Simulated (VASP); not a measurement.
NaH: single point with PBE0

Crystal: NaH.

```
Na H
1.0
     0.00000    2.39751    2.39751
     2.39751    0.00000    2.39751
     2.39751    2.39751    0.00000
Na H
1 1
Direct
  0.00000 0.00000 0.00000
  0.50000 0.50000 0.50000
```

```yaml
Program: VASP 6.6.1
Task: single point
Functional: PBE0
Potentials_or_basis: VASP PAW PBE potentials, release 64 (Na_pv, H)
Cutoff: 520 eV
k_mesh: 6 × 6 × 6
Occupations: gaussian, width 0.01 eV
Spin: no spin polarisation
Dipole_correction: no
Grid_for_exact_exchange_PRECFOCK: Normal
Further_INCAR_settings: ALGO = Normal; EDIFF = 1e-06; NBANDS = 11
Share_of_exact_exchange: 0.25
```

The pressure is 0.2 GPa and the band gap on the k mesh is 5.63 eV (least direct gap 6.56 eV).

Levels at points of the mesh, in eV from the valence-band top:
| k point | band 1 | band 2 | band 3 | band 4 | band 5 | band 6 | band 7 | band 8 | band 9 |
| --- | --- | --- | --- | --- | --- | --- | --- | --- | --- |
| (0.00, 0.00, 0.00) | -24.33 | -24.33 | -24.33 | -4.03 | 13.01 | 17.99 | 17.99 | 17.99 | 19.09 |
| (0.50, 0.00, 0.00) | -24.42 | -24.34 | -24.34 | -0.93 | 5.63 | 13.12 | 15.77 | 15.77 | 18.92 |
| (0.50, 0.50, 0.00) | -24.41 | -24.36 | -24.36 | -0.14 | 6.49 | 12.13 | 12.96 | 12.96 | 14.34 |

Wall time 4.8 min on 1 thread of Intel(R) Xeon(R) Platinum 8259CL CPU @ 2.50GHz (Skylake/Cascade Lake), on a shared host, peak memory 0.16 GiB.

Caveat: the PAW data sets were made with another functional, which shifts forces and pressure a little. A k mesh can miss the band edges.
